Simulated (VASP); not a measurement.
Crystal: Fe.

```
Fe
1.0
     0.00000    1.81950    1.81950
     1.81950    0.00000    1.81950
     3.63900    3.63900    0.00000
Fe
2
Direct
  0.00000 0.00000 0.00000
  0.00000 0.00000 0.50000
```

Base run:

- Program: VASP 6.6.1
- Functional: PBE
- Potentials or basis: VASP PAW PBE potentials, release 64 (Fe)
- Cutoff: 520 eV
- k mesh: 12 × 12 × 6
- Occupations: fermi-dirac, width 0.05 eV
- Spin: collinear spin, ferromagnetic start
- Starting moments: [0.8, 0.8] μB

Its results: pressure 0.0 GPa; net moment 5.12 μB per cell; site moments Fe +2.56 μB.

**Question.** After a change of settings the same cell gave: pressure -0.9 GPa; net moment 5.13 μB per cell; site moments Fe +2.57 μB. Which change was it?
A. moments at the start from [0.8, 0.8] to [4.0, 4.0]
B. spin from collinear spin, ferromagnetic start to collinear spin, antiferromagnetic start; moments at the start from [0.8, 0.8] to [1.6, -1.6]
C. spin from collinear spin, ferromagnetic start to collinear spin, antiferromagnetic start; moments at the start from [0.8, 0.8] to [4.0, -4.0]
D. spin from collinear spin, ferromagnetic start to collinear spin; moments at the start from [0.8, 0.8] to [4.0, 0.0]

**Answer.** A.
